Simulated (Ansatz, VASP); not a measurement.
# TaH5 in VASP and in Ansatz

```xyz
6
Lattice="3.4278 0.0000 0.0000 -1.7139 2.9686 0.0000 0.0000 0.0000 2.9955" Properties=species:S:1:pos:R:3 pbc="T T T"
Ta    0.0000    0.0000    0.0000
H    -0.8570    1.4843    1.4978
H     0.0000    1.9791    0.0000
H     1.7139    0.9895    0.0000
H     1.7139    0.0000    1.4978
H     0.8570    1.4843    1.4978
```

Change from the starting cell: species swapped into the LaCu5 type (P6/mmm, No. 191).

Alike in both runs: functional PBE; k mesh 12 × 12 × 12; occupations gaussian, width 0.1 eV; no spin polarisation.

Ansatz relaxed the structure, and its values are those at the end. VASP's run is a single point on that final structure, the one shown.

|  | VASP | Ansatz |
| --- | --- | --- |
| version | VASP 6.6.1 | Ansatz 0.2.0 |
| potentials or method | VASP PAW PBE potentials, release 64 (Ta_pv, H), cutoff 520 eV | scalar-relativistic, plane waves, PAW |
| valence electrons in the cell | 16 | 18 |

```csv
,VASP,Ansatz,Ansatz less VASP
gap on the k mesh at the Fermi level (eV),none,none,-
pressure (GPa),0.0,0.0,+0.02
```

A gap of «none» marks a metal or a gap that the smearing closes. With one functional, cell and mesh, what is left measures potentials, basis and numerics. VASP's potentials hold 16 valence electrons a cell and Ansatz's 18, so a difference there can come from the potentials and not from the codes.

Neither program's run includes spin-orbit coupling.
